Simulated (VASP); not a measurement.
Set up this calculation in VASP 6.6.1, as the native input.

| Quantity | Value |
| --- | --- |
| Task | single point |
| Functional | LDA |
| Potentials or basis | VASP PAW LDA potentials, release 64 (Zn, O) |
| Cutoff | 600 eV |
| k mesh | 6 × 6 × 6 |
| Occupations | gaussian, width 0.05 eV |
| Spin | no spin polarisation |
| Dipole correction | no |
| Further INCAR settings | ALGO = Normal; EDIFF = 1e-06; NBANDS = 60 |

The structure of ZnO2 lies in POSCAR:

```
ZnO2
1.0
    4.9271572742      0.0000000000      0.0000000000
    0.0000000000      4.9271572742      0.0000000000
    0.0000000000      0.0000000000      4.9271572742
Zn O
4 8
Direct
    0.0000000000      0.5000000000      0.5000000000
    0.5000000000      0.5000000000      0.0000000000
    0.5000000000      0.0000000000      0.5000000000
    0.0000000000      0.0000000000      0.0000000000
    0.4124106084      0.0875893916      0.9124106084
    0.0875893916      0.9124106084      0.4124106084
    0.9124106084      0.4124106084      0.0875893916
    0.5875893916      0.5875893916      0.5875893916
    0.4124106084      0.4124106084      0.4124106084
    0.0875893916      0.5875893916      0.9124106084
    0.9124106084      0.0875893916      0.5875893916
    0.5875893916      0.9124106084      0.0875893916
```

One way to write it, as run:

INCAR

```
SYSTEM = ZnO2
ALGO = Normal ; EDIFF = 1E-6
ENCUT = 600 ; GGA = CA
GGA_COMPAT = .FALSE. ; ISIF = 2
ISMEAR = 0 ; LASPH = .TRUE.
LCHARG = .TRUE. ; LELF = .TRUE.
LREAL = .FALSE. ; LVHAR = .TRUE.
LWAVE = .FALSE. ; NBANDS = 60
NELM = 120 ; PREC = Accurate
SIGMA = 0.05
```

KPOINTS

```
k-points
0
G
  6 6 6
  0 0 0
```

Potentials or basis: VASP PAW LDA potentials, release 64 (Zn, O).

Launch:

```console
$ cat potpaw_LDA.64/Zn/POTCAR potpaw_LDA.64/O/POTCAR > POTCAR
$ mpirun -np 1 vasp_std > vasp.out
```

Results of the run:

* Pressure: -11.3 GPa
* Largest force: 0.251 eV/Å
* Band gap on the k mesh: 2.06 eV (least direct gap 2.20 eV)

Caveat: the cell stands under tension.

Wall time 3.3 min on 1 thread of Oxide Virtual Turin-like Processor, with other jobs on the host, peak memory 0.25 GiB.
